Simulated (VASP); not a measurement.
The system is GaN.

```xyz
2
Lattice="0.0000 2.2075 2.2075 2.2075 0.0000 2.2075 2.2075 2.2075 0.0000" Properties=species:S:1:pos:R:3 pbc="T T T"
Ga    0.0000    0.0000    0.0000
N     1.1037    1.1037    1.1037
```

This cell differs from its parent crystal: volume scaled by 0.94.

Base run:

| Quantity | Value |
| --- | --- |
| Program | VASP 6.6.1 |
| Functional | PBEsol |
| Potentials or basis | VASP PAW PBE potentials, release 64 (Ga_d, N) |
| Cutoff | 520 eV |
| k mesh | 10 × 10 × 10 |
| Occupations | fermi-dirac, width 0.05 eV |
| Spin | no spin polarisation |

Its results: band gap on the k mesh 2.08 eV, direct; pressure 11.6 GPa.

**Question.** The run is repeated on the same cell with these changes: functional from PBEsol to BLYP. What comes out?

**Answer.** Band gap on the k mesh 2.22 eV, direct; pressure 26.7 GPa.

BLYP binds less tightly than PBEsol, so the same cell stands under more pressure.

Caveats: the PAW data sets were made with another functional, which shifts forces and pressure a little.

